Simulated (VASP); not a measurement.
# SrTiO3 (Pm-3m) in VASP: single point with r2SCAN

Aim: the single point of SrTiO3 with r2SCAN.

Program: VASP 6.6.1. These are calculated values, not measurements. Logs are shortened: lines on timing, memory, paths and dates and some standing lists are left out, and cuts for length are marked.

### Step 1. The cell of the first run

Symmetry: Pm-3m, No. 221, cubic system. The conventional cell has a = 3.918 Å, b = 3.918 Å, c = 3.918 Å, α = 90.00°, β = 90.00°, γ = 90.00°. Sr (site symmetry m-3m) has 12 O at 2.77 Å and 8 Ti at 3.39 Å within 3.7 Å. Ti (site symmetry m-3m) has 6 O at 1.96 Å within 2.6 Å. O (site symmetry 4/mmm) has 2 Ti at 1.96 Å within 2.6 Å. Within 2.6 Å of O (site symmetry 4/mmm) lie 2 Ti at 1.96 Å.

### Step 2. Single point, r2SCAN, collinear spin, zero start

POSCAR

```
SrTiO3
1.0
   -3.9183917400     -3.9183917400      0.0000000000
   -3.9183917400      3.9183917400      0.0000000000
    0.0000000000      0.0000000000     -3.9183917400
Sr Ti O
2 2 6
Direct
    0.0000000000      0.5000000000      0.5000000000
    0.5000000000      0.0000000000      0.5000000000
    0.0000000000      0.0000000000      0.0000000000
    0.5000000000      0.5000000000      0.0000000000
    0.7500000000      0.7500000000      0.0000000000
    0.2500000000      0.2500000000      0.0000000000
    0.7500000000      0.2500000000      0.0000000000
    0.2500000000      0.7500000000      0.0000000000
    0.0000000000      0.0000000000      0.5000000000
    0.5000000000      0.5000000000      0.5000000000
```

INCAR.step1

```
PREC     = Accurate       # precision mode
ENCUT    = 520            # plane-wave cutoff, eV
ISMEAR   = -1             # smearing method
SIGMA    = 0.1            # smearing width, eV
LREAL    = F              # projectors in reciprocal space
LASPH    = T              # aspherical terms in the spheres
NELM     = 150            # most SCF steps
ISPIN    = 2              # spin polarisation
MAGMOM   = 0 0 0 0 0 0 0 0 0 0 # initial moments
LMAXMIX  = 4              # l up to which the mixer works
NBANDS   = 55             # bands
GGA      = PE             # functional
ALGO     = Normal         # electronic algorithm
EDIFF    = 1E-4           # SCF threshold, eV
LWAVE    = T              # write WAVECAR
LCHARG   = F              # write CHGCAR
```

INCAR.step2

```
PREC     = Accurate       # precision mode
ENCUT    = 520            # plane-wave cutoff, eV
EDIFF    = 1E-6           # SCF threshold, eV
ISMEAR   = -1             # smearing method
SIGMA    = 0.1            # smearing width, eV
LREAL    = F              # projectors in reciprocal space
LASPH    = T              # aspherical terms in the spheres
NELM     = 150            # most SCF steps
ALGO     = Normal         # electronic algorithm
ISIF     = 2              # what is computed and relaxed
LWAVE    = F              # write WAVECAR
LCHARG   = T              # write CHGCAR
ISPIN    = 2              # spin polarisation
MAGMOM   = 0 0 0 0 0 0 0 0 0 0 # initial moments
LORBIT   = 11             # projections on sites
LMAXMIX  = 4              # l up to which the mixer works
METAGGA  = R2SCAN         # meta-GGA
LMIXTAU  = T            
LELF     = T              # ELF
LVHAR    = T            
NBANDS   = 55             # bands
ISTART   = 1
```

KPOINTS

```
Automatic mesh
0
Gamma
  3 3 5
```

Potentials or basis: VASP PAW PBE potentials, release 64 (Sr_sv, Ti_sv, O).

Run with:

```console
$ cat potpaw_PBE.64/Sr_sv/POTCAR potpaw_PBE.64/Ti_sv/POTCAR potpaw_PBE.64/O/POTCAR > POTCAR
$ cp INCAR.step1 INCAR
$ mpirun -np 1 vasp_std > vasp.out
$ cp INCAR.step2 INCAR
$ mpirun -np 1 vasp_std > vasp.out
```

OUTCAR:

```text
PREC = Accurate
   ENCUT = 520
   EDIFF = 1E-6
   ISMEAR = -1
   LREAL = F
   LASPH = T
   NELM = 150
   ISIF = 2
   ISPIN = 2
   LORBIT = 11
   METAGGA = R2SCAN
   ISTART = 1

 ion  position               nearest neighbor table
   1  0.000  0.500  0.500-   5 2.77   6 2.77   7 2.77   8 2.77   9 2.77  10 2.77   5 2.77   6 2.77
                             7 2.77   8 2.77   9 2.77  10 2.77   3 3.39   4 3.39   3 3.39   3 3.39
   2  0.500  0.000  0.500-   5 2.77   6 2.77   7 2.77   8 2.77   9 2.77  10 2.77   5 2.77   6 2.77
                             7 2.77   8 2.77  10 2.77   9 2.77   3 3.39   4 3.39   4 3.39   3 3.39
   3  0.000  0.000  0.000-   5 1.96   6 1.96   7 1.96   8 1.96   9 1.96   9 1.96   1 3.39   1 3.39
                             2 3.39   2 3.39   1 3.39   1 3.39   2 3.39   2 3.39
   4  0.500  0.500  0.000-   5 1.96   6 1.96   7 1.96   8 1.96  10 1.96  10 1.96   1 3.39   1 3.39
                             2 3.39   2 3.39   2 3.39   2 3.39   1 3.39   1 3.39
   5  0.750  0.750  0.000-   3 1.96   4 1.96   1 2.77   2 2.77   1 2.77   2 2.77
   6  0.250  0.250  0.000-   3 1.96   4 1.96   1 2.77   2 2.77   1 2.77   2 2.77
   7  0.750  0.250  0.000-   3 1.96   4 1.96   1 2.77   2 2.77   1 2.77   2 2.77
   8  0.250  0.750  0.000-   3 1.96   4 1.96   1 2.77   2 2.77   1 2.77   2 2.77
   9  0.000  0.000  0.500-   3 1.96   3 1.96   1 2.77   2 2.77   1 2.77   2 2.77
  10  0.500  0.500  0.500-   4 1.96   4 1.96   1 2.77   2 2.77   2 2.77   1 2.77

  LATTYP: Found a simple tetragonal cell.
 ALAT       =     5.5414427414
 C/A-ratio  =     0.7071067812

  Lattice vectors:

 A1 = (  -3.9183917400,  -3.9183917400,   0.0000000000)
 A2 = (  -3.9183917400,   3.9183917400,   0.0000000000)
 A3 = (   0.0000000000,   0.0000000000,  -3.9183917400)

Analysis of symmetry for initial positions (statically):
=====================================================================
 Subroutine PRICEL returns following result:

  LATTYP: Found a simple cubic cell.
 ALAT       =     3.9183917400
[... 12 lines left out ...]
 Subroutine GETGRP returns: Found 16 space group operations
 (whereof 16 operations were pure point group operations)
 out of a pool of 16 trial point group operations.

The static configuration has the point symmetry D_4h.

Analysis of symmetry for dynamics (positions and initial velocities):
=====================================================================
 Subroutine PRICEL returns following result:

  LATTYP: Found a simple cubic cell.
 ALAT       =     3.9183917400
[... 12 lines left out ...]
 Subroutine GETGRP returns: Found 16 space group operations
 (whereof 16 operations were pure point group operations)
 out of a pool of 16 trial point group operations.

The dynamic configuration has the point symmetry D_4h.

Analysis of structural, dynamic, and magnetic symmetry:
=====================================================================
 Subroutine PRICEL returns following result:

  LATTYP: Found a simple cubic cell.
 ALAT       =     3.9183917400
[... 12 lines left out ...]
 Subroutine GETGRP returns: Found 16 space group operations
 (whereof 16 operations were pure point group operations)
 out of a pool of 16 trial point group operations.

The overall configuration has the point symmetry D_4h.

 Subroutine INISYM returns: Found 16 space group operations
 (whereof 16 operations are pure point group operations),
 and found     2 'primitive' translations

----------------------------------------------------------------------------------------

                                     Primitive cell

  volume of cell :      60.1622

  direct lattice vectors                    reciprocal lattice vectors
     0.000000000 -3.918391740  0.000000000     0.000000000 -0.255206745  0.000000000
    -3.918391740  0.000000000  0.000000000    -0.255206745  0.000000000  0.000000000
     0.000000000  0.000000000 -3.918391740     0.000000000  0.000000000 -0.255206745

  length of vectors
     3.918391740  3.918391740  3.918391740     0.255206745  0.255206745  0.255206745

  position of ions in fractional coordinates (direct lattice)
     0.500000000  0.500000000  0.500000000
     0.000000000  0.000000000  0.000000000
     0.000000000  0.500000000  0.000000000
     0.500000000  0.000000000  0.000000000
     0.000000000  0.000000000  0.500000000

  ion indices of the primitive-cell ions
   primitive index   ion index
                 1           1
                 2           3
                 3           5
                 4           7
[... 43 lines left out ...]
   dimension x,y,z NGXF=    84 NGYF=   84 NGZF=   60
   ions per type =               2   2   6
   NGX,Y,Z   is equivalent  to a cutoff of  12.60, 12.60, 12.73 a.u.
   NGXF,Y,Z  is equivalent  to a cutoff of  25.20, 25.20, 25.46 a.u.
 SYSTEM =  unknown system
   PREC   = accura    normal or accurate (medium, high low for compatibility)
   ISTART =      1    job   : 0-new  1-cont  2-samecut
   ICHARG =      0    charge: 1-file 2-atom 10-const
   ISPIN  =      2    spin polarized calculation?
   LNONCOLLINEAR =      F non collinear calculations
   LSORBIT =      F    spin-orbit coupling
   LASPH  =      T    aspherical Exc in radial PAW
   ENCUT  =  520.0 eV  38.22 Ry    6.18 a.u.  10.30 10.30  7.29*2*pi/ulx,y,z
   NELM   =    150;   NELMIN=  2; NELMDL=  0     # of ELM steps
   EDIFF  = 0.1E-05   stopping-criterion for ELM
   LREAL  =      F    real-space projection
   EDIFFG = 0.1E-04   stopping-criterion for IOM
   NSW    =      0    number of steps for IOM
   IBRION =     -1    ionic relax: 0-MD 1-quasi-New 2-CG
   NFREE  =      0    steps in history (QN), initial steepest desc. (CG)
   ISIF   =      2    stress and relaxation
   ISYM   =      2    0-nonsym 1-usesym 2-fastsym
   POTIM  = 0.5000    time-step for ionic-motion
   TEBEG  =    0.0;   TEEND  =   0.0 temperature during run
   PSTRESS=    0.0 pullay stress
   NELECT =      80.0000    total number of electrons
   NUPDOWN=      -1.0000    fix difference up-down
   EMIN   =  10.00;   EMAX   =-10.00  energy-range for DOS
   EFERMI =   0.00;   METHOD = LEGACY
   ISMEAR =    -1;   SIGMA  =   0.10  broadening in eV -4-tet -1-fermi 0-gaus
   EFERMI_NEDOS =   21; number of points for ismear=-14 and -15
   IALGO  =     38    algorithm
   IMIX   =      4    mixing-type and parameters
     AMIX     =   0.40;   BMIX     =  1.00
     AMIX_MAG =   1.60;   BMIX_MAG =  1.00
  volume/ion in A,a.u.               =      12.03        81.20
  Fermi-wavevector in a.u.,A,eV,Ry     =   1.428851  2.700137 27.777865  2.041615
  Thomas-Fermi vector in A             =   2.548868
   LORBIT       =     11    0 simple, 1 ext, 2 COOP (PROOUT), +10 PAW based schemes
   METAGGA = R2SCAN    functional components
   LHFCALC =     F    Hartree Fock is set to
   AEXX    =    0.0000 exact exchange contribution
   IVDW    =     0    specifies the selected vdW correction
   LEPSILON=     F    determine dielectric tensor
   LRPA    =     F    only Hartree local field effects (RPA)
 spin polarized calculation
  energy-cutoff  :      520.00
  volume of cell :      120.32
 maximum number of plane-waves:      3275
 NGX is ok and might be reduce to    42
   NGX = 21   NGY = 21   NGZ = 15

 number of electron      79.9999978 magnetization      -0.0000000

 number of electron      79.9999978 magnetization       0.0000000

 Free energy of the ion-electron system (eV)
  ---------------------------------------------------
  ext. energy  EPLUGINS =         0.00000000
  ---------------------------------------------------
  free energy    TOTEN  =      -126.65138574 eV

  energy without entropy =     -126.65137559  energy(sigma->0) =     -126.65138067

 E-fermi :   4.9022     XC(G=0): -11.8757

 val. band max:        3.7588688377   @ k =   0.0000   0.0000   0.4000
 cond. band min:       6.0153597411   @ k =   0.0000   0.0000   0.0000
 fundamental gap:      2.2564909034
 Fermi energy:         4.9022026113

 spin component 1

 k-point     1 :       0.0000    0.0000    0.0000
  band No.  band energies     occupation
      1     -54.9590      1.00000
      2     -54.9558      1.00000
      3     -30.2222      1.00000
      4     -30.2222      1.00000
      5     -30.1487      1.00000
      6     -30.1487      1.00000
[... 484 lines left out ...]
     51      12.1886      0.00000
     52      12.2883      0.00000
 Fermi energy:         4.9022026113

 spin component 2

 k-point     1 :       0.0000    0.0000    0.0000
  band No.  band energies     occupation
      1     -54.9590      1.00000
      2     -54.9558      1.00000
      3     -30.2222      1.00000
      4     -30.2222      1.00000
      5     -30.1487      1.00000
      6     -30.1487      1.00000
[... 484 lines left out ...]
     51      12.1886      0.00000
     52      12.2883      0.00000
 [bands above 52 left out]

------------------------ aborting loop because EDIFF is reached ----------------------------------------

  FORCE on cell =-STRESS in cart. coord.  units (eV):
  Direction    XX          YY          ZZ          XY          YZ          ZX
  --------------------------------------------------------------------------------------
  -------------------------------------------------------------------------------------
  Total       -0.4953388     -0.4953388     -0.5394912      0.0000000      0.0000000      0.0000000
  in kB       -6.5956775     -6.5956775     -7.1835873      0.0000000      0.0000000      0.0000000
  external PRESSURE =      -6.7916474 kB  Pullay stress =       0.0000000 kB

 VOLUME and BASIS-vectors are now :
 -----------------------------------------------------------------------------
  energy-cutoff  :      520.00
  volume of cell :      120.32
      direct lattice vectors                 reciprocal lattice vectors
    -3.918391740 -3.918391740  0.000000000    -0.127603372 -0.127603372  0.000000000
    -3.918391740  3.918391740  0.000000000    -0.127603372  0.127603372  0.000000000
     0.000000000  0.000000000 -3.918391740     0.000000000  0.000000000 -0.255206745

 POSITION                                       TOTAL-FORCE (eV/Angst)
 -----------------------------------------------------------------------------------
     -1.95920      1.95920     -1.95920         0.000000      0.000000     -0.000000
     -1.95920     -1.95920     -1.95920         0.000000      0.000000     -0.000000
      0.00000      0.00000      0.00000        -0.000000     -0.000000     -0.000000
     -3.91839      0.00000      0.00000         0.000000      0.000000     -0.000000
     -5.87759      0.00000      0.00000         0.000000      0.000000      0.000000
     -1.95920      0.00000      0.00000        -0.000000     -0.000000     -0.000000
     -3.91839     -1.95920      0.00000         0.000000      0.000000      0.000000
     -3.91839      1.95920      0.00000        -0.000000     -0.000000      0.000000
      0.00000      0.00000     -1.95920         0.000000      0.000000     -0.000000
     -3.91839      0.00000     -1.95920        -0.000000     -0.000000     -0.000000
 -----------------------------------------------------------------------------------
    total drift:                               -0.000000     -0.000000      0.000000

  FREE ENERGIE OF THE ION-ELECTRON SYSTEM (eV)
  ---------------------------------------------------
  free  energy   TOTEN  =      -126.6513857380 eV

  energy  without entropy=     -126.6513755931  energy(sigma->0) =     -126.65138067

 total charge

# of ion       s       p       d       tot
------------------------------------------
    1        1.997   5.883   0.182   8.062
    2        1.997   5.883   0.182   8.062
    3        2.223   6.312   1.677  10.213
    4        2.223   6.312   1.677  10.213
    5        1.568   3.519   0.000   5.087
    6        1.568   3.519   0.000   5.087
    7        1.568   3.519   0.000   5.087
    8        1.568   3.519   0.000   5.087
    9        1.568   3.519   0.000   5.086
   10        1.568   3.519   0.000   5.086
--------------------------------------------------
tot         17.847  45.504   3.718  67.068

 magnetization (x)

# of ion       s       p       d       tot
------------------------------------------
    1       -0.000   0.000  -0.000   0.000
    2       -0.000   0.000  -0.000   0.000
    3        0.000   0.000   0.000   0.000
    4        0.000   0.000   0.000   0.000
    5       -0.000  -0.000   0.000  -0.000
    6       -0.000  -0.000   0.000  -0.000
    7       -0.000  -0.000   0.000  -0.000
    8       -0.000  -0.000   0.000  -0.000
    9       -0.000  -0.000   0.000  -0.000
   10       -0.000  -0.000   0.000  -0.000
--------------------------------------------------
tot         -0.000  -0.000   0.000  -0.000
```

Wall time 15 min (1 thread of AMD EPYC 7R13, shared host); peak memory 0.3 GiB.

Results:

```
Free energy                                           : -126.6514 eV
Pressure                                              : -0.7 GPa
Band gap on the k mesh                                : 2.26 eV
Net moment                                            : 0.00 μB per cell
Valence electrons inside the program's atomic spheres : Sr 8.06; Ti 10.21; O 5.09
```

Caveat: the PAW data sets were made with another functional, which shifts forces and pressure a little.
